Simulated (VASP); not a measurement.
A run of VASP 6.6.1 is set up as follows.

Contents of INCAR:

```
SYSTEM = Y3VCo
PREC = Accurate ; ENCUT = 520
EDIFF = 1E-6 ; ISMEAR = 0
SIGMA = 0.1 ; LREAL = .False.
LASPH = .True. ; NELM = 150
ALGO = Fast ; ISIF = 2
LWAVE = .False. ; LCHARG = .False.
ISPIN = 2 ; MAGMOM = 0 0 0 3.21 0.12
LORBIT = 11 ; LMAXMIX = 4
GGA = PE ; NBANDS = 40
```

File KPOINTS:

```
regular mesh
0
Gamma
  4 4 4
  0 0 0
```

Contents of POSCAR:

```
Y3VCo
1.0
    5.1501473086      0.0000000000      0.0000000000
    0.0000000000      5.1501473086      0.0000000000
    0.0000000000      0.0000000000      5.1501473086
Y V Co
3 1 1
Direct
    0.0000000000      0.5000000000      0.5000000000
    0.5000000000      0.0000000000      0.5000000000
    0.5000000000      0.5000000000      0.0000000000
    0.0000000000      0.0000000000      0.0000000000
    0.5000000000      0.5000000000      0.5000000000
```

Potentials or basis: VASP PAW PBE potentials, release 64 (Y_sv, V_sv, Co).

The run is started by

```sh
$ cat potpaw_PBE.64/Y_sv/POTCAR potpaw_PBE.64/V_sv/POTCAR potpaw_PBE.64/Co/POTCAR > POTCAR
$ mpirun -np 1 vasp_std > vasp.out
```

(1) Estimate the net moment.

(2) Estimate the site moments.

(3) Estimate the pressure.

Answers

(1) 4.12 μB per cell.

(2) Y +0.04; V +2.90; Co +0.15 μB.

(3) 0.3 GPa.
